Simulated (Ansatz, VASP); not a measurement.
## One calculation of Rh, two programs

Contents of INCAR:

```
PREC = Accurate
ENCUT = 520
EDIFF = 1E-8
ISMEAR = -1
SIGMA = 0.08
LREAL = F
LASPH = T
NELM = 80
ALGO = Normal
ISIF = 2
LWAVE = F
LCHARG = F
GGA = PE
LEFG = T
NBANDS = 14
```

File KPOINTS:

```
Automatic mesh
0
Gamma
  16 16 16
```

File POSCAR:

```
Rh
1.0
    0.0000000000      1.8445035000      1.9015500000
    1.8445035000      0.0000000000      1.9015500000
    1.8445035000      1.8445035000      0.0000000000
Rh
1
Direct
    0.0000000000      0.0000000000      0.0000000000
```

Input for Ansatz:

```yaml
crystal:
  lattice:
    - [0.0, 1.8445035, 1.90155]
    - [1.8445035, 0.0, 1.90155]
    - [1.8445035, 1.8445035, 0.0]
  atoms:
    - { symbol: Rh, position: [0.0, 0.0, 0.0] }
kpoints:
  mp_grid: { grid: [16, 16, 16] }
scf:
  occupations: { method: fermi_dirac, width: 0.08 }
hamiltonian:
  xc: pbe
  pseudopotentials: { kind: all_electron, datasets: crystal }
output:
  forces: true
  stress: true
  eigenvalues: true
  efg: { contact_densities: true }
```

Change from the starting cell: equal xx and yy strain of -3 %, crystal datasets.

Alike in both runs: task electric field gradients; functional PBE; k mesh 16 × 16 × 16; occupations fermi-dirac, width 0.08 eV; no spin polarisation.

```csv
,VASP,Ansatz
version,VASP 6.6.1,Ansatz 0.2.0
potentials or method,"VASP PAW PBE potentials, release 64 (Rh_pv), cutoff 520 eV","all-electron PAW with datasets made for the crystal, scalar-relativistic"
```

Ansatz gave:

| Property | Result |
| --- | --- |
| pressure (GPa) | 26.5 |
| traceless stress, the component that is largest in VASP (GPa) | -5.97 |
| size of Vzz on the site where it differs most (V/Å²) | 2.5 |

Question: Which values does VASP return?

Answer: Pressure (GPa): 26.6; traceless stress, the component that is largest in VASP (GPa): -5.96; size of Vzz on the site where it differs most (V/Å²): 2.2.

Ansatz ran all-electron here, and VASP with PAW potentials.
